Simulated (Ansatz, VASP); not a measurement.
# Rb in VASP and in Ansatz

```
Rb
1.0
    -2.49379    2.49379    2.49379
     2.49379   -2.49379    2.49379
     2.49379    2.49379   -2.49379
Rb
1
Direct
  0.00000 0.00000 0.00000
```

Change from the starting cell: volume scaled by 0.68, LAPW.

Alike in both runs: task single point; functional PBE; k mesh 10 × 10 × 10; occupations fermi-dirac, width 0.1 eV; no spin polarisation.

|  | VASP | Ansatz |
| --- | --- | --- |
| version | VASP 6.6.1 | Ansatz 0.2.0 |
| potentials or method | VASP PAW PBE potentials, release 64 (Rb_sv), cutoff 520 eV | all-electron LAPW, scalar-relativistic |

```tsv
	VASP	Ansatz	Ansatz less VASP
pressure (GPa)	2.2	2.2	0.00
```

Ansatz ran all-electron here, and VASP with PAW potentials.
